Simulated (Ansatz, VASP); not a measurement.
One calculation of LaOs3, two programs

The input INCAR:

```
SYSTEM = LaOs3
  ALGO = Normal
  EDIFF = 1E-6
  ENCUT = 520
  GGA = PE
  ISIF = 2
  ISMEAR = 0
  LASPH = .TRUE.
  LCHARG = .FALSE.
  LREAL = .FALSE.
  LWAVE = .FALSE.
  NBANDS = 26
  NELM = 80
  PREC = Accurate
  SIGMA = 0.05
```

KPOINTS

```
k-points
0
G
  8 8 8
  0 0 0
```

Contents of POSCAR:

```
LaOs3
1.0
    4.0696057788      0.0000000000      0.0000000000
    0.0000000000      4.0696057788      0.0000000000
    0.0000000000      0.0000000000      4.0696057788
La Os
1 3
Direct
    0.0000000000      0.0000000000      0.0000000000
    0.0000000000      0.5000000000      0.5000000000
    0.5000000000      0.5000000000      0.0000000000
    0.5000000000      0.0000000000      0.5000000000
```

Input for Ansatz:

```yaml
crystal:
  lattice:
    - [4.0696057788, 0.0, 0.0]
    - [0.0, 4.0696057788, 0.0]
    - [0.0, 0.0, 4.0696057788]
  atoms:
    - { symbol: La, position: [0.0, 0.0, 0.0] }
    - { symbol: Os, position: [0.0, 0.5, 0.5] }
    - { symbol: Os, position: [0.5, 0.5, 0.0] }
    - { symbol: Os, position: [0.5, 0.0, 0.5] }
basis:
  ecutwfc: 420
  ecutrho_ratio: 4
kpoints:
  mp_grid: { grid: [8, 8, 8] }
hamiltonian:
  xc: pbe
scf:
  occupations: { method: gaussian, width: 0.05 }
output:
  forces: true
  stress: true
  eigenvalues: true
```

Alike in both runs: task single point; functional PBE; k mesh 8 × 8 × 8; occupations gaussian, width 0.05 eV; no spin polarisation.

|  | VASP | Ansatz |
| --- | --- | --- |
| version | VASP 6.6.1 | Ansatz 0.2.0 |
| potentials or method | VASP PAW PBE potentials, release 64 (La, Os), cutoff 520 eV | scalar-relativistic, plane waves, PAW |
| valence electrons in the cell | 35 | 59 |

|  | VASP | Ansatz | Ansatz less VASP |
| --- | --- | --- | --- |
| gap on the k mesh at the Fermi level (eV) | none | none | - |
| pressure (GPa) | 12.3 | 12.0 | -0.36 |

A gap of «none» marks a metal or a gap that the smearing closes. VASP's potentials hold 35 valence electrons a cell and Ansatz's 59, so a difference there can come from the potentials and not from the codes.

Neither program's run includes spin-orbit coupling.
